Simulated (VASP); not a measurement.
# InAs (rocksalt type) (Fm-3m) in VASP: a series of runs, part 2 of 2

VASP 6.6.1.

### Step 6. Relaxation of cell and atoms, PBE

This run uses another cell than the first one, of 20.43 Å³/atom, 0.976 times its volume.

INCAR reads:

```
SYSTEM = InAs
PREC     = Accurate       ! precision mode
ENCUT    = 600            ! plane-wave cutoff, eV
EDIFF    = 1E-6           ! SCF threshold, eV
ISMEAR   = -1             ! smearing method
SIGMA    = 0.1            ! smearing width, eV
LREAL    = .FALSE.        ! projectors in reciprocal space
LASPH    = .TRUE.         ! aspherical terms in the spheres
NELM     = 80             ! most SCF steps
ALGO     = Normal         ! electronic algorithm
ISIF     = 3              ! what is computed and relaxed
LWAVE    = .FALSE.        ! write WAVECAR
LCHARG   = .FALSE.        ! write CHGCAR
GGA      = PE             ! functional
IBRION   = 2              ! ionic algorithm
NSW      = 60             ! ionic steps
EDIFFG   = -0.005         ! ionic threshold
```

KPOINTS reads:

```
regular mesh
0
G
  13 13 13
  0 0 0
```

POSCAR reads:

```
InAs
1.0
    0.0000000000      2.7338947002      2.7338947002
    2.7338947002      0.0000000000      2.7338947002
    2.7338947002      2.7338947002      0.0000000000
In As
1 1
Direct
    0.0000000000      0.0000000000      0.0000000000
    0.5000000000      0.5000000000      0.5000000000
```

Potentials or basis: VASP PAW PBE potentials, release 64 (In_d, As).

Run with:

```console
$ cat potpaw_PBE.64/In_d/POTCAR potpaw_PBE.64/As/POTCAR > POTCAR
$ mpirun -np 1 vasp_std > vasp.out
```

OUTCAR:

```text
SYSTEM = InAs
   PREC = Accurate
   ENCUT = 600
   EDIFF = 1E-6
   ISMEAR = -1
   LREAL = .FALSE.
   LASPH = .TRUE.
   NELM = 80
   ISIF = 3
   GGA = PE
   IBRION = 2
   NSW = 60
   EDIFFG = -0.005

 ion  position               nearest neighbor table
   1  0.000  0.000  0.000-   2 2.73   2 2.73   2 2.73   2 2.73   2 2.73   2 2.73
   2  0.500  0.500  0.500-   1 2.73   1 2.73   1 2.73   1 2.73   1 2.73   1 2.73

  LATTYP: Found a face centered cubic cell.
 ALAT       =     5.4677894004

  Lattice vectors:

 A1 = (   0.0000000000,   2.7338947002,   2.7338947002)
 A2 = (   2.7338947002,   0.0000000000,   2.7338947002)
 A3 = (   2.7338947002,   2.7338947002,   0.0000000000)

Analysis of symmetry for initial positions (statically):
=====================================================================
 Subroutine PRICEL returns:
 Original cell was already a primitive cell.

 Routine SETGRP: Setting up the symmetry group for a
 face centered cubic supercell.

 Subroutine GETGRP returns: Found 48 space group operations
 (whereof 48 operations were pure point group operations)
 out of a pool of 48 trial point group operations.

The static configuration has the point symmetry O_h .

Analysis of symmetry for dynamics (positions and initial velocities):
=====================================================================
 Subroutine PRICEL returns:
[... 167 lines left out ...]
  external PRESSURE =     136.7217838 kB  Pullay stress =       0.0000000 kB
[... 23 lines left out ...]
--------------------------------------- Ionic step        2  -------------------------------------------

 number of electron      18.0000008 magnetization

 E-fermi :   4.9780     XC(G=0):  -9.6967

 val. band max:        4.9647430070   @ k =  -0.1538   0.2308   0.0769
 cond. band min:       4.9957050127   @ k =  -0.0769   0.0769   0.0000
 fundamental gap:      0.0309620057
 Fermi energy:         4.9779853578

 k-point     1 :       0.0000    0.0000    0.0000
  band No.  band energies     occupation
      1      -9.2501      2.00000
      2      -9.2501      2.00000
      3      -9.2346      2.00000
      4      -9.2346      2.00000
      5      -9.2346      2.00000
      6      -6.5498      2.00000
      7       3.7579      1.99999
      8       4.8374      1.60612
      9       4.8374      1.60612
     10       4.8374      1.60612
     11      12.0834      0.00000
     12      12.0834      0.00000
     13      12.0834      0.00000
[... 475 lines left out ...]
--------------------------------------- Ionic step        5  -------------------------------------------

 number of electron      17.9999993 magnetization

 Free energy of the ion-electron system (eV)
  ---------------------------------------------------
  ext. energy  EPLUGINS =         0.00000000
  ---------------------------------------------------
  free energy    TOTEN  =        -7.33876046 eV

  energy without entropy =       -7.30210925  energy(sigma->0) =       -7.32043486

 E-fermi :   5.9186     XC(G=0): -10.0993

 val. band max:        5.9175884731   @ k =  -0.0769   0.0769   0.0000
 cond. band min:       5.9301388390   @ k =   0.3077   0.0000   0.0000
 fundamental gap:      0.0125503658
 Fermi energy:         5.9186034176

 k-point     1 :       0.0000    0.0000    0.0000
  band No.  band energies     occupation
      1      -8.3975      2.00000
      2      -8.3975      2.00000
      3      -8.3773      2.00000
      4      -8.3773      2.00000
      5      -8.3773      2.00000
      6      -6.1674      2.00000
      7       5.2739      1.99683
      8       5.7349      1.72519
      9       5.7349      1.72519
     10       5.7349      1.72519
     11      13.1057      0.00000
     12      13.1057      0.00000
     13      13.1057      0.00000
[... 397 lines left out ...]
  FREE ENERGIE OF THE ION-ELECTRON SYSTEM (eV)
  ---------------------------------------------------
  free  energy   TOTEN  =        -7.3387604643 eV

  energy  without entropy=       -7.3021092484  energy(sigma->0) =       -7.32043486

 reached required accuracy - stopping structural energy minimisation
```

OSZICAR:

```text
N       E                     dE             d eps       ncg     rms          rms(c)
DAV:   1     0.118265246552E+03    0.11827E+03   -0.94529E+03  2199   0.180E+03
DAV:   2     0.450511730377E+00   -0.11781E+03   -0.11449E+03  2294   0.365E+02
[... 43 lines left out ...]
DAV:   1    -0.733950817934E+01   -0.78636E-03   -0.19736E-02  2849   0.289E+00    0.173E-01
DAV:   2    -0.733886331479E+01    0.64486E-03   -0.13694E-03  2724   0.873E-01    0.629E-02
DAV:   3    -0.733875771584E+01    0.10560E-03   -0.33872E-04  2924   0.393E-01    0.320E-02
DAV:   4    -0.733875816129E+01   -0.44545E-06   -0.10237E-05  2229   0.333E-02    0.202E-02
DAV:   5    -0.733875928622E+01   -0.11249E-05   -0.93586E-07  1619   0.133E-02    0.737E-03
DAV:   6    -0.733876066932E+01   -0.13831E-05   -0.82446E-07  1112   0.111E-02    0.182E-03
DAV:   7    -0.733876046430E+01    0.20502E-06   -0.18243E-07  1107   0.613E-03
   5 F= -.73387605E+01 E0= -.73204349E+01  d E =-.383601E-04
```

Run time: 74 s. Hardware: 1 thread of Intel Xeon Platinum 8559C (Emerald Rapids), shared host; peak memory 0.22 GiB.

What came out:

```yaml
Free_energy: -7.3388 eV
Relaxed_volume: 23.81 Å³/atom
Relaxed_cell: a = 4.068 Å, b = 4.068 Å, c = 4.068 Å, α = 60.00°, β = 60.00°, γ = 60.00°
Space_group_after_relaxing_to_0.05_Å: Fm-3m (No. 225)
Energy_gained_by_relaxing: 123.0 meV/atom
Ionic_steps: 5
Pressure_after_relaxing: 0.0 GPa
Band_gap_on_the_k_mesh: zero (band 9 reaches 6.29 eV, above the bottom of band 10 at 3.73 eV)
```

The path:
```
step  energy change (eV)  largest force (eV/Å)  pressure (GPa)  volume (Å³)
   1              0.0000                0.0000           13.67        40.87
   2             -0.1796                0.0000           -4.38        52.07
   3             -0.2459                0.0000            0.07        47.58
   4             -0.2459                0.0000           -0.11        47.72
   5             -0.2459                0.0000            0.01        47.61
```

Final structure:
```cif
data_structure
_symmetry_space_group_name_H-M 'P 1'
_symmetry_Int_Tables_number 1
_cell_length_a 4.0683
_cell_length_b 4.0683
_cell_length_c 4.0683
_cell_angle_alpha 60.000
_cell_angle_beta 60.000
_cell_angle_gamma 60.000
_cell_volume 47.61
loop_
_atom_site_label
_atom_site_type_symbol
_atom_site_fract_x
_atom_site_fract_y
_atom_site_fract_z
_atom_site_occupancy
In1 In 0.00000 0.00000 0.00000 1
As1 As 0.50000 0.50000 0.50000 1
```

Caveat: the volume moved by over 15 % at a fixed basis, so the end points are rough; spin-orbit coupling is left out, which moves the levels of the heavy elements.

### Step 7. Overview

| task | cell | cutoff (eV) | gap on the mesh (eV) | pressure (GPa) |
| --- | --- | --- | --- | --- |
| single point | a = 3.898 Å, angles 60.0°, 2 atoms | 520 | none | 10.7 |
| single point | a = 3.984 Å, angles 60.0°, 2 atoms | 520 | none | 4.5 |
| single point | a = 4.067 Å, angles 60.0°, 2 atoms | 520 | none | 0.0 |
| relaxation of cell and atoms | relaxed from a = 3.866 Å, angles 60.0°, 2 atoms | 600 | none | 0.0 |

Alike in all rows: level PBE; potentials or basis VASP PAW PBE potentials, release 64 (In_d, As); no spin polarisation; k mesh 13 × 13 × 13; smearing fermi-dirac 0.1 eV.

Caveats: spin-orbit coupling is left out, which moves the levels of the heavy elements; the volume moved by over 15 % at a fixed basis, so the end points are rough (some runs).

Absolute energies hang on the potentials; compare differences alone.
